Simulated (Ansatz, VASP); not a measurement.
# Two plane-wave programs on Ti

File INCAR:

```
SYSTEM = Ti
PREC     = Accurate       ! precision mode
ENCUT    = 520            ! plane-wave cutoff, eV
EDIFF    = 1E-7           ! SCF threshold, eV
ISMEAR   = 0              ! smearing method
SIGMA    = 0.15           ! smearing width, eV
LREAL    = .FALSE.        ! projectors in reciprocal space
LASPH    = .TRUE.         ! aspherical terms in the spheres
NELM     = 60             ! most SCF steps
ALGO     = Fast           ! electronic algorithm
ISIF     = 2              ! what is computed and relaxed
LWAVE    = .FALSE.        ! write WAVECAR
LCHARG   = .FALSE.        ! write CHGCAR
GGA      = PE             ! functional
NBANDS   = 19             ! bands
```

The input KPOINTS:

```
regular mesh
0
G
  18 18 10
  0 0 0
```

POSCAR

```
Ti
1.0
    2.8319979460      0.0000000000      0.0000000000
   -1.4159989730      2.4525821647      0.0000000000
    0.0000000000      0.0000000000      4.3111200000
Ti
2
Direct
    0.3333333333      0.6666666667      0.2500000000
    0.6666666667      0.3333333333      0.7500000000
```

Input for Ansatz:

```yaml
crystal:
  lattice:
    - [2.831997946, 0.0, 0.0]
    - [-1.415998973, 2.4525821647, 0.0]
    - [0.0, 0.0, 4.31112]
  atoms:
    - { symbol: Ti, position: [0.3333333333, 0.6666666667, 0.25] }
    - { symbol: Ti, position: [0.6666666667, 0.3333333333, 0.75] }
basis:
  ecutwfc: 420
kpoints:
  mp_grid: { grid: [18, 18, 10] }
hamiltonian:
  xc: pbe
scf:
  occupations: { method: gaussian, width: 0.15 }
output:
  forces: true
  stress: true
  eigenvalues: true
```

Change from the starting cell: strain -0.040 along x and y, -0.080 along z, atoms carried along.

Alike in both runs: task single point; functional PBE; k mesh 18 × 18 × 10; occupations gaussian, width 0.15 eV; no spin polarisation.

|  | VASP | Ansatz |
| --- | --- | --- |
| version | VASP 6.6.1 | Ansatz 0.2.0 |
| potentials or method | VASP PAW PBE potentials, release 64 (Ti_sv), cutoff 520 eV | scalar-relativistic, plane waves, PAW |
| valence electrons in the cell | 24 | 24 |

```tsv
	VASP	Ansatz	Ansatz less VASP
gap on the k mesh at the Fermi level (eV)	none	none	-
pressure (GPa)	21.1	22.0	+0.83
traceless stress, the component that is largest in VASP (GPa)	3.95	3.95	-0.001
```

A gap of «none» marks a metal or a gap that the smearing closes. With one functional, cell and mesh, what is left measures potentials, basis and numerics.
